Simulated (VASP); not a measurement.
Runs of VASP 6.6.1 on BN (Qingsongite). The structure is that of space group F-43m (No. 216), or close to it. The cells are those of the table. 

```csv
task,level,cell,cutoff (eV),gap on the mesh (eV),pressure (GPa),relaxed volume (Å³/atom)
single point,PBE,"a = 2.563 Å, angles 60.0°, 2 atoms",520,4.45,0.2,-
relaxation of cell and atoms,PBEsol,"relaxed from a = 2.556 Å, angles 60.0°, 2 atoms",600,4.28,0.0,5.86
single point,PBE+D3(BJ),"a = 2.550 Å, angles 60.0°, 2 atoms",520,4.47,0.3,-
single point,RPBE,"a = 2.577 Å, angles 60.0°, 2 atoms",520,4.47,0.2,-
relaxation of cell and atoms,PBE,"relaxed from a = 2.556 Å, angles 60.0°, 2 atoms",600,4.45,0.0,5.95
relaxation of cell and atoms,RPBE,"relaxed from a = 2.556 Å, angles 60.0°, 2 atoms",600,4.47,0.0,(a)
relaxation of cell and atoms,PBE+D3(BJ),"relaxed from a = 2.556 Å, angles 60.0°, 2 atoms",600,4.47,0.0,5.86
single point,PBEsol,"a = 2.550 Å, angles 60.0°, 2 atoms",520,4.28,0.6,-
```

Alike in all rows: potentials or basis VASP PAW PBE potentials, release 64 (B, N); no spin polarisation; k mesh 10 × 10 × 10; smearing gaussian 0.01 eV.

Question: Estimate the missing entries.

Answer: (a) 6.05.

Caveats: the PAW data sets were made with another functional, which shifts forces and pressure a little (some runs).

A k mesh can miss the band edges.
